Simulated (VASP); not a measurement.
The system is SnTe.

```
Te Sn
1.0
     0.00000    3.15085    3.15085
     3.15085    0.00000    3.15085
     3.15085    3.15085    0.00000
Te Sn
1 1
Direct
  0.50000 0.50000 0.50000
  0.00000 0.00000 0.00000
```

- Program: VASP 6.6.1
- Task: relaxation of cell and atoms
- Functional: PBE
- Potentials or basis: VASP PAW PBE potentials, release 64 (Te, Sn_d)
- Cutoff: 600 eV
- k mesh: 7 × 7 × 7
- Occupations: fermi-dirac, width 0.05 eV
- Spin: no spin polarisation

At the start: pressure 2.2 GPa; volume 31.28 Å³/atom.

Question: How do energy, volume and symmetry change on relaxing?

Answer: Over 3 steps the energy falls by 10.5 meV/atom and the volume is 32.86 Å³/atom (+5.0 %); space group Fm-3m (No. 225, to 0.05 Å).

Step by step:
```csv
step,energy change (eV),largest force (eV/Å),pressure (GPa),volume (Å³)
1,0.0000,0.0000,2.23,62.56
2,-0.0196,0.0000,-0.50,66.58
3,-0.0210,0.0000,0.00,65.72
```

Final structure:
```cif
data_structure
_symmetry_space_group_name_H-M 'P 1'
_symmetry_Int_Tables_number 1
_cell_length_a 4.5297
_cell_length_b 4.5297
_cell_length_c 4.5297
_cell_angle_alpha 60.000
_cell_angle_beta 60.000
_cell_angle_gamma 60.000
_cell_volume 65.72
loop_
_atom_site_label
_atom_site_type_symbol
_atom_site_fract_x
_atom_site_fract_y
_atom_site_fract_z
_atom_site_occupancy
Te1 Te 0.50000 0.50000 0.50000 1
Sn1 Sn 0.00000 0.00000 0.00000 1
```
